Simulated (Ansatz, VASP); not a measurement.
HfN in VASP and in Ansatz

```
Hf N
1.0
     0.00000    2.16864    2.34936
     2.16864    0.00000    2.34936
     2.16864    2.16864    0.00000
Hf N
1 1
Direct
  0.00000 0.00000 0.00000
  0.50000 0.50000 0.50000
```

Change from the starting cell: strain -0.040 along x and y, +0.040 along z, atoms carried along.

Alike in both runs: task single point; functional PBE; k mesh 18 × 18 × 18; occupations gaussian, width 0.15 eV; no spin polarisation.

|  | VASP | Ansatz |
| --- | --- | --- |
| version | VASP 6.6.1 | Ansatz 0.2.0 |
| potentials or method | VASP PAW PBE potentials, release 64 (Hf_pv, N), cutoff 520 eV | scalar-relativistic, plane waves, PAW |
| valence electrons in the cell | 15 | 31 |

VASP gave:

- gap on the k mesh at the Fermi level (eV): none
- pressure (GPa): 20.7
- traceless stress, the component that is largest in VASP (GPa): -29.55

**Question.** What did Ansatz give for the same quantities?

**Answer.** gap on the k mesh at the Fermi level (eV): none; pressure (GPa): 23.1; traceless stress, the component that is largest in VASP (GPa): -29.81.

A gap of «none» marks a metal or a gap that the smearing closes. VASP's potentials hold 15 valence electrons a cell and Ansatz's 31, so a difference there can come from the potentials and not from the codes.

Spin-orbit coupling is off throughout.
